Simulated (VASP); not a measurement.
# Si (a cell with a defect) in VASP: relaxation of the atoms with PBE

Aim: the relaxation of the atoms of Si (a cell with a defect) with PBE.

All numbers are computed with VASP 6.6.1; they aren't measurements. Logs are shortened: lines on timing, memory, paths and dates and some standing lists are left out, and cuts for length are marked.

### Step 1. The cell of the first run

The cell holds a defect, 17 atoms: a = 7.679 Å, b = 7.679 Å, c = 7.679 Å, α = 60.00°, β = 60.00°, γ = 60.00°.

### Step 2. Relaxation of the atoms, PBE

INCAR

```
PREC = Accurate ; ENCUT = 520
EDIFF = 1E-7 ; ISMEAR = 0
SIGMA = 0.05 ; LREAL = Auto
LASPH = True ; NELM = 60
ALGO = Normal ; ISIF = 2
LWAVE = False ; LCHARG = False
GGA = PE ; IBRION = 2
NSW = 80 ; EDIFFG = -0.03
```

KPOINTS

```
regular mesh
0
Gamma
  2 2 2
```

POSCAR

```
Si
1.0
    0.0000000000      5.4300000000      5.4300000000
    5.4300000000      0.0000000000      5.4300000000
    5.4300000000      5.4300000000      0.0000000000
Si
17
Direct
    0.0000000000      0.0000000000      0.0000000000
    0.1250000000      0.1250000000      0.1250000000
    0.0000000000      0.0000000000      0.5000000000
    0.1250000000      0.1250000000      0.6250000000
    0.0000000000      0.5000000000      0.0000000000
    0.1250000000      0.6250000000      0.1250000000
    0.0000000000      0.5000000000      0.5000000000
    0.1250000000      0.6250000000      0.6250000000
    0.5000000000      0.0000000000      0.0000000000
    0.6250000000      0.1250000000      0.1250000000
    0.5000000000      0.0000000000      0.5000000000
    0.6250000000      0.1250000000      0.6250000000
    0.5000000000      0.5000000000      0.0000000000
    0.6250000000      0.6250000000      0.1250000000
    0.5000000000      0.5000000000      0.5000000000
    0.6250000000      0.6250000000      0.6250000000
    0.8162558900      0.5576764500      0.8140286600
```

Potentials or basis: VASP PAW PBE potentials, release 64 (Si).

Command:

```
cat potpaw_PBE.64/Si/POTCAR > POTCAR
mpirun -np 1 vasp_std > vasp.out
```

OUTCAR:

```text
PREC = Accurate
   ENCUT = 520
   EDIFF = 1E-7
   ISMEAR = 0
   LREAL = Auto
   LASPH = True
   NELM = 60
   ISIF = 2
   GGA = PE
   IBRION = 2
   NSW = 80
   EDIFFG = -0.03

 ion  position               nearest neighbor table
   1  0.000  0.000  0.000-   2 2.35   4 2.35   6 2.35  10 2.35
   2  0.125  0.125  0.125-   1 2.35   3 2.35   5 2.35   9 2.35
   3  0.000  0.000  0.500-   2 2.35   4 2.35   8 2.35  12 2.35
   4  0.125  0.125  0.625-   1 2.35   3 2.35   7 2.35  11 2.35
   5  0.000  0.500  0.000-  17 2.23   6 2.35   8 2.35  14 2.35   2 2.35
   6  0.125  0.625  0.125-   1 2.35   5 2.35   7 2.35  13 2.35
   7  0.000  0.500  0.500-  17 2.25   6 2.35   8 2.35  16 2.35   4 2.35
   8  0.125  0.625  0.625-  17 2.24   5 2.35   7 2.35  15 2.35   3 2.35
   9  0.500  0.000  0.000-   2 2.35  10 2.35  12 2.35  14 2.35
  10  0.625  0.125  0.125-   1 2.35   9 2.35  11 2.35  13 2.35
  11  0.500  0.000  0.500-   4 2.35  10 2.35  12 2.35  16 2.35
  12  0.625  0.125  0.625-   3 2.35   9 2.35  11 2.35  15 2.35
  13  0.500  0.500  0.000-  17 2.26  10 2.35  14 2.35  16 2.35   6 2.35
  14  0.625  0.625  0.125-  17 2.26   9 2.35  13 2.35  15 2.35   5 2.35
  15  0.500  0.500  0.500-   8 2.35  12 2.35  14 2.35  16 2.35
  16  0.625  0.625  0.625-  17 2.27  11 2.35  13 2.35  15 2.35   7 2.35
  17  0.816  0.558  0.814-   5 2.23   8 2.24   7 2.25  14 2.26  13 2.26  16 2.27

  LATTYP: Found a face centered cubic cell.
 ALAT       =    10.8600000000

  Lattice vectors:

 A1 = (   0.0000000000,   5.4300000000,   5.4300000000)
 A2 = (   5.4300000000,   0.0000000000,   5.4300000000)
 A3 = (   5.4300000000,   5.4300000000,   0.0000000000)

Analysis of symmetry for initial positions (statically):
=====================================================================
 Subroutine PRICEL returns:
 Original cell was already a primitive cell.

 Routine SETGRP: Setting up the symmetry group for a
 face centered cubic supercell.

 Subroutine GETGRP returns: Found  1 space group operations
 (whereof  1 operations were pure point group operations)
 out of a pool of 48 trial point group operations.

The static configuration has the point symmetry C_1 .

Analysis of symmetry for dynamics (positions and initial velocities):
=====================================================================
 Subroutine PRICEL returns:
 Original cell was already a primitive cell.

 Routine SETGRP: Setting up the symmetry group for a
 face centered cubic supercell.

 Subroutine GETGRP returns: Found  1 space group operations
 (whereof  1 operations were pure point group operations)
 out of a pool of 48 trial point group operations.

The dynamic configuration has the point symmetry C_1 .

 Subroutine INISYM returns: Found  1 space group operations
 (whereof  1 operations are pure point group operations),
 and found     1 'primitive' translations

[... 118 lines left out ...]
   NELECT =      68.0000    total number of electrons
   NUPDOWN=      -1.0000    fix difference up-down
   EMIN   =  10.00;   EMAX   =-10.00  energy-range for DOS
   EFERMI =   0.00;   METHOD = LEGACY
   ISMEAR =     0;   SIGMA  =   0.05  broadening in eV -4-tet -1-fermi 0-gaus
   EFERMI_NEDOS =   21; number of points for ismear=-14 and -15
   IALGO  =     38    algorithm
   IMIX   =      4    mixing-type and parameters
     AMIX     =   0.40;   BMIX     =  1.00
     AMIX_MAG =   1.60;   BMIX_MAG =  1.00
  volume/ion in A,a.u.               =      18.84       127.11
  Fermi-wavevector in a.u.,A,eV,Ry     =   0.976715  1.845724 12.979587  0.953973
  Thomas-Fermi vector in A             =   2.107356
   LORBIT       =      0    0 simple, 1 ext, 2 COOP (PROOUT), +10 PAW based schemes
   GGA     = PE    functional components
   LHFCALC =     F    Hartree Fock is set to
   AEXX    =    0.0000 exact exchange contribution
   IVDW    =     0    specifies the selected vdW correction
   LEPSILON=     F    determine dielectric tensor
   LRPA    =     F    only Hartree local field effects (RPA)
 conjugate gradient relaxation of ions
 non-spin polarized calculation
 Gauss-broadening in eV      SIGMA  =   0.05
  energy-cutoff  :      520.00
  volume of cell :      320.21
 maximum number of plane-waves:      8646
 NGX is ok and might be reduce to    60
   NGX = 29   NGY = 29   NGZ = 29

--------------------------------------- Ionic step        1  -------------------------------------------

 number of electron      68.0000003 magnetization

 Free energy of the ion-electron system (eV)
  ---------------------------------------------------
  ext. energy  EPLUGINS =         0.00000000
  ---------------------------------------------------
  free energy    TOTEN  =       -86.73315183 eV

  energy without entropy =      -86.72262710  energy(sigma->0) =      -86.72788946

------------------------ aborting loop because EDIFF is reached ----------------------------------------

  FORCE on cell =-STRESS in cart. coord.  units (eV):
  Direction    XX          YY          ZZ          XY          YZ          ZX
  --------------------------------------------------------------------------------------
  -------------------------------------------------------------------------------------
  Total       15.1445013     15.1405480     15.1655669      4.2437367      4.2405310     -4.2398753
  in kB       75.7767677     75.7569870     75.8821708     21.2338883     21.2178485    -21.2145675
  external PRESSURE =      75.8053085 kB  Pullay stress =       0.0000000 kB
[... 134 lines left out ...]
  FREE ENERGIE OF THE ION-ELECTRON SYSTEM (eV)
  ---------------------------------------------------
  free  energy   TOTEN  =       -87.4262620356 eV

  energy  without entropy=      -87.4192016674  energy(sigma->0) =      -87.42273185

[... ionic steps 4 to 19 ...]

--------------------------------------- Ionic step       20  -------------------------------------------

 number of electron      68.0000000 magnetization

------------------------ aborting loop because EDIFF is reached ----------------------------------------
[... 97 lines left out ...]
--------------------------------------- Ionic step       22  -------------------------------------------

 number of electron      68.0000000 magnetization

 Free energy of the ion-electron system (eV)
  ---------------------------------------------------
  ext. energy  EPLUGINS =         0.00000000
  ---------------------------------------------------
  free energy    TOTEN  =       -87.68451945 eV

  energy without entropy =      -87.67603625  energy(sigma->0) =      -87.68027785

 E-fermi :   6.7176     XC(G=0):  -9.6908

 val. band max:        6.7097786154   @ k =   0.0000   0.5000   0.0000
 cond. band min:       6.7460360011   @ k =   0.0000   0.0000   0.0000
 fundamental gap:      0.0362573857
 Fermi energy:         6.7175780408

 k-point     1 :       0.0000    0.0000    0.0000
  band No.  band energies     occupation
      1      -6.2175      2.00000
      2      -3.8945      2.00000
      3      -3.6339      2.00000
      4      -3.6334      2.00000
      5      -3.3849      2.00000
      6      -2.5290      2.00000
[... 401 lines left out ...]
  FREE ENERGIE OF THE ION-ELECTRON SYSTEM (eV)
  ---------------------------------------------------
  free  energy   TOTEN  =       -87.6845194473 eV

  energy  without entropy=      -87.6760362494  energy(sigma->0) =      -87.68027785

 reached required accuracy - stopping structural energy minimisation
```

OSZICAR:

```text
N       E                     dE             d eps       ncg     rms          rms(c)
DAV:   1     0.192168527806E+03    0.19217E+03   -0.26843E+04   688   0.132E+03
DAV:   2    -0.715243072518E+02   -0.26369E+03   -0.25414E+03   843   0.190E+02
DAV:   3    -0.883699528712E+02   -0.16846E+02   -0.16486E+02   872   0.428E+01
[... 194 lines left out ...]
DAV:   1    -0.876845243293E+02   -0.31770E-04   -0.22171E-03   697   0.174E-01    0.247E-02
DAV:   2    -0.876845197559E+02    0.45734E-05   -0.13953E-04   802   0.482E-02    0.910E-03
DAV:   3    -0.876845194760E+02    0.27983E-06   -0.98514E-06   797   0.125E-02    0.605E-03
DAV:   4    -0.876845193923E+02    0.83743E-07   -0.16473E-06   800   0.464E-03    0.258E-03
DAV:   5    -0.876845194473E+02   -0.55046E-07   -0.27387E-07   570   0.196E-03
  22 F= -.87684519E+02 E0= -.87680278E+02  d E =-.414516E-03
```

CONTCAR:

```text
Si
   1.00000000000000
     0.0000000000000000    5.4299999999999997    5.4299999999999997
     5.4299999999999997    0.0000000000000000    5.4299999999999997
     5.4299999999999997    5.4299999999999997    0.0000000000000000
  Si
    17
Direct
     0.9811384120777114    0.0569188983293495    0.9810299674032644
     0.1273465909495458    0.1336067504074473    0.1272220123095255
     0.0124708108306498    0.9905636789306465    0.4985524993132051
     0.1273714943388589    0.1336206004883428    0.6119315159109103
     0.0103389594477988    0.5054270248575511    0.0101582685349351
     0.1071361950931300    0.6789534517806263    0.1070029023312990
[... 9 lines left out ...]
     0.6161891128909311    0.6188444919608507    0.6161394323749482
     0.8148212087842125    0.5560794709541002    0.8146299493629635

  0.00000000E+00  0.00000000E+00  0.00000000E+00
  0.00000000E+00  0.00000000E+00  0.00000000E+00
  0.00000000E+00  0.00000000E+00  0.00000000E+00
  0.00000000E+00  0.00000000E+00  0.00000000E+00
  0.00000000E+00  0.00000000E+00  0.00000000E+00
  0.00000000E+00  0.00000000E+00  0.00000000E+00
[... 9 lines left out ...]
  0.00000000E+00  0.00000000E+00  0.00000000E+00
  0.00000000E+00  0.00000000E+00  0.00000000E+00
```

Wall time 81 min (1 thread of Oxide Virtual Turin-like, shared host); peak memory 0.49 GiB.

Results:

```yaml
Free_energy: -87.6845 eV
Energy_gained_by_relaxing: 56.0 meV/atom
Ionic_steps: 22
Pressure_after_relaxing: 4.8 GPa
Largest_force_after_relaxing: 0.022 eV/Å
Band_gap_on_the_k_mesh: 0.04 eV
```

Forces in eV/Å, atoms in the order of the input:
```
Si   0.013 -0.013  0.013
Si   0.004 -0.002  0.002
Si  -0.003  0.003 -0.010
Si   0.004 -0.006  0.000
Si   0.004  0.000  0.005
Si   0.001  0.002  0.002
Si  -0.003 -0.006  0.008
Si  -0.003  0.003 -0.008
Si  -0.015  0.003 -0.005
Si   0.000 -0.003  0.005
Si  -0.003  0.018 -0.004
Si  -0.004  0.004 -0.005
Si   0.010 -0.008 -0.003
Si  -0.003  0.005 -0.005
Si   0.005 -0.003  0.009
Si  -0.007  0.001 -0.006
Si   0.001 -0.001  0.001
```

Step by step:
```csv
step,energy change (eV),largest force (eV/Å),pressure (GPa)
1,0.0000,2.3129,7.58
2,-0.6926,0.6940,6.27
3,-0.6931,0.7003,6.25
4,-0.7605,0.4143,6.13
5,-0.7731,0.4016,6.05
6,-0.7989,0.1875,5.99
7,-0.8076,0.3620,5.94
8,-0.8258,0.3229,5.89
9,-0.8697,0.2432,5.73
10,-0.9097,0.3264,5.38
11,-0.9381,0.1846,5.17
12,-0.9471,0.0920,4.97
13,-0.9471,0.0865,4.98
14,-0.9484,0.0892,4.93
15,-0.9487,0.1060,4.91
16,-0.9497,0.0525,4.88
17,-0.9500,0.0612,4.86
18,-0.9508,0.0421,4.83
19,-0.9508,0.0592,4.80
20,-0.9510,0.0463,4.81
21,-0.9513,0.0323,4.79
22,-0.9514,0.0224,4.79
```

Final structure:
```yaml
crystal:
  lattice:
    - [0.00000, 5.43000, 5.43000]
    - [5.43000, 0.00000, 5.43000]
    - [5.43000, 5.43000, 0.00000]
  atoms:
    - { symbol: Si, position: [0.98114, 0.05692, 0.98103] }
    - { symbol: Si, position: [0.12735, 0.13361, 0.12722] }
    - { symbol: Si, position: [0.01247, 0.99056, 0.49855] }
    - { symbol: Si, position: [0.12737, 0.13362, 0.61193] }
    - { symbol: Si, position: [0.01034, 0.50543, 0.01016] }
    - { symbol: Si, position: [0.10714, 0.67895, 0.10700] }
    - { symbol: Si, position: [0.01024, 0.50544, 0.47425] }
    - { symbol: Si, position: [0.14915, 0.61886, 0.61605] }
    - { symbol: Si, position: [0.49866, 0.99058, 0.01236] }
    - { symbol: Si, position: [0.61203, 0.13360, 0.12726] }
    - { symbol: Si, position: [0.49864, 0.99059, 0.49853] }
    - { symbol: Si, position: [0.64292, 0.07162, 0.64279] }
    - { symbol: Si, position: [0.47440, 0.50539, 0.01011] }
    - { symbol: Si, position: [0.61622, 0.61884, 0.14892] }
    - { symbol: Si, position: [0.51720, 0.44873, 0.51706] }
    - { symbol: Si, position: [0.61619, 0.61884, 0.61614] }
    - { symbol: Si, position: [0.81482, 0.55608, 0.81463] }
```

Caveat: the k points lie up to 0.50 Å⁻¹ apart; semilocal functionals underestimate gaps, and a narrow one can read as zero.
